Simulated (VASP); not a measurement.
A run of VASP 6.6.1 is set up as follows.

Contents of INCAR:

```
  PREC = Accurate
  ENCUT = 500
  EDIFF = 1E-6
  ISMEAR = 0
  SIGMA = 0.2
  LREAL = False
  LASPH = True
  NELM = 120
  ALGO = Normal
  ISIF = 2
  LWAVE = False
  LCHARG = False
  GGA = PE
  NBANDS = 27
  GGA_COMPAT = False
```

Contents of KPOINTS:

```
Automatic mesh
0
Gamma
  4 4 4
```

Contents of POSCAR:

```
B3As5
1.0
   -3.1071853948      3.1071853948      3.1071853948
    3.1071853948     -3.1071853948      3.1071853948
    3.1071853948      3.1071853948     -3.1071853948
B As
3 5
Direct
    0.0000000000      0.5000000000      0.5000000000
    0.5000000000      0.0000000000      0.5000000000
    0.5000000000      0.5000000000      0.0000000000
    0.4647753220      0.4647753220      0.4647753220
    0.0000000000      0.0000000000      0.5352246780
    0.0000000000      0.5352246780      0.0000000000
    0.5352246780      0.0000000000      0.0000000000
    0.0000000000      0.0000000000      0.0000000000
```

Potentials or basis: VASP PAW PBE potentials, release 64 (B, As).

Command:

```bash
$ cat potpaw_PBE.64/B/POTCAR potpaw_PBE.64/As/POTCAR > POTCAR
$ mpirun -np 1 vasp_std > vasp.out
```

(1) What does it give for the largest force?

(2) Estimate the pressure.

(3) What does it give for the band gap on the k mesh?

Results:

(1) 0.022 eV/Å.

(2) 0.2 GPa.

(3) zero (band 17 reaches 7.88 eV, above the bottom of band 18 at 5.98 eV).
